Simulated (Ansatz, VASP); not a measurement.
## Ta4C3: VASP beside Ansatz

```xyz
7
Lattice="4.4248 0.0000 0.0000 0.0000 4.4248 0.0000 0.0000 0.0000 4.4248" Properties=species:S:1:pos:R:3 pbc="T T T"
Ta    0.0000    2.2124    2.2124
Ta    2.2124    0.0000    2.2124
Ta    2.2124    2.2124    0.0000
Ta    0.0000    0.0000    0.0000
C     2.2124    0.0000    0.3000
C     0.0000    2.2124    0.3000
C     0.0000    0.0000    2.5124
```

Change from the starting cell: all C atoms moved -0.300 Å, as atom 5 towards its neighbour atom 2 (Ta) at 2.212 Å.

Alike in both runs: task single point; functional r2SCAN; k mesh 10 × 10 × 10; occupations gaussian, width 0.15 eV; no spin polarisation.

|  | VASP | Ansatz |
| --- | --- | --- |
| version | VASP 6.6.1 | Ansatz 0.2.0 |
| potentials or method | VASP PAW PBE potentials, release 64 (Ta_pv, C), cutoff 520 eV | scalar-relativistic, plane waves, PAW |
| valence electrons in the cell | 56 | 64 |

|  | VASP | Ansatz | Ansatz less VASP |
| --- | --- | --- | --- |
| gap on the k mesh at the Fermi level (eV) | none | none | - |
| pressure (GPa) | 12.3 | 11.0 | -1.33 |
| traceless stress, the component that is largest in VASP (GPa) | 24.00 | 23.47 | -0.536 |
| rms of the force components (eV/Å) | 2.448 | 2.419 | -0.0292 |

VASP's potentials were made for PBE, not for r2SCAN. Atom by atom the forces differ by 0.030 eV/Å (rms over components). A gap of «none» marks a metal or a gap that the smearing closes. VASP's potentials hold 56 valence electrons a cell and Ansatz's 64, so a difference there can come from the potentials and not from the codes.

Spin-orbit coupling is off throughout.
